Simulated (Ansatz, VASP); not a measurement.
**Ga3SbP2: VASP beside Ansatz**

```xyz
6
Lattice="-2.0046 6.0132 2.8370 2.0046 -6.0132 2.8370 2.0046 6.0132 -2.8370" Properties=species:S:1:pos:R:3 pbc="T T T"
P     0.0000    3.9764   -0.0004
P     0.0000    8.0501   -0.0004
Ga    2.0046    3.8535    1.3200
Ga    0.0000    2.1597    4.1570
Ga    2.0046    0.0000    1.6247
Sb    0.0000    0.0000   -0.0084
```

Alike in both runs: task single point; functional PBE; k mesh 8 × 8 × 8; occupations fermi-dirac, width 0.02 eV; no spin polarisation.

|  | VASP | Ansatz |
| --- | --- | --- |
| version | VASP 6.6.1 | Ansatz 0.2.0 |
| potentials or method | VASP PAW PBE potentials, release 64 (P, Ga_d, Sb) | plane waves, PAW |
| plane-wave cutoff (eV) | 520 | 420 |
| valence electrons in the cell | 54 | 64 |

|  | VASP | Ansatz | Ansatz less VASP |
| --- | --- | --- | --- |
| pressure (GPa) | 2.3 | 2.2 | -0.03 |
| rms of the force components (eV/Å) | 0.027 | 0.024 | -0.0028 |

With one functional, cell and mesh, what is left measures potentials, basis and numerics. VASP's potentials hold 54 valence electrons a cell and Ansatz's 64, so a difference there can come from the potentials and not from the codes.

Neither program's run includes spin-orbit coupling.
